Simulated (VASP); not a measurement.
Set up this calculation in VASP 6.6.1, as the native input.

```yaml
Task: single point
Functional: PBE
Potentials_or_basis: VASP PAW PBE potentials, release 64 (Au, Cl)
Cutoff: 520 eV
k_mesh: 2 × 3 × 1
Occupations: gaussian, width 0.05 eV
Spin: no spin polarisation
Dipole_correction: no
Further_INCAR_settings: LREAL = Auto; ALGO = Normal; EDIFF = 1e-06; NBANDS = 106
```

The structure of Au16Cl lies in POSCAR:

```
Au16Cl
1.0
    8.1600000000      0.0000000000      0.0000000000
    0.0000000000      5.7699910000      0.0000000000
    0.0000000000      0.0000000000     16.3274940000
Au Cl
16 1
Direct
    0.2500000000      0.2500000433      0.0612463860
    0.7500000000      0.2500000433      0.0612463860
    0.2500000000      0.7499999567      0.0612463860
    0.7500000000      0.7499999567      0.0612463860
   -0.0007745098     -0.0010192390      0.1388720768
    0.5018121324     -0.0008889095      0.1393723372
   -0.0025045343      0.4988976586      0.1396561530
    0.5022356618      0.4989701024      0.1396240599
   -0.0560987745      0.2467572306      0.2912886693
    0.5596107843      0.2476617381      0.2913913795
   -0.0501153186      0.7429930133      0.2910134280
    0.5525882353      0.7430268089      0.2910707546
   -0.2486215686     -0.0145164871      0.4014194707
    0.2511558824     -0.0011540746      0.2612761640
   -0.2507955882      0.4826010994      0.4064041916
    0.2506357843      0.4954031991      0.2605504556
   -0.2209492647      0.5896709371      0.5435810909
```

These files were run (other wordings do the same):

INCAR

```
  PREC = Accurate
  ENCUT = 520
  EDIFF = 1E-6
  ISMEAR = 0
  SIGMA = 0.05
  LREAL = Auto
  LASPH = True
  NELM = 80
  ALGO = Normal
  ISIF = 2
  LWAVE = False
  LCHARG = False
  GGA = PE
  NBANDS = 106
```

KPOINTS

```
Automatic mesh
0
Gamma
  2 3 1
```

Potentials or basis: VASP PAW PBE potentials, release 64 (Au, Cl).

Launch:

```console
$ cat potpaw_PBE.64/Au/POTCAR potpaw_PBE.64/Cl/POTCAR > POTCAR
$ mpirun -np 1 vasp_std > vasp.out
```

Results of the run:

The largest force is 0.191 eV/Å and the band gap on the k mesh is zero (an odd number of electrons rules out a gap without spin polarisation).

Caveat: the k points lie up to 0.38 Å⁻¹ apart, too coarse for converged energies and pressures of a metal; there is no dipole correction, which matters where the two faces differ; spin-orbit coupling is left out, which moves the levels of the heavy elements; an odd number of electrons without spin polarisation forces a metal; a magnetic or distorted state may lie lower.

Run time: 11 min on 1 thread of Intel(R) Xeon(R) Platinum 8259CL CPU @ 2.50GHz (Skylake/Cascade Lake) (shared host), peak memory 0.83 GiB.
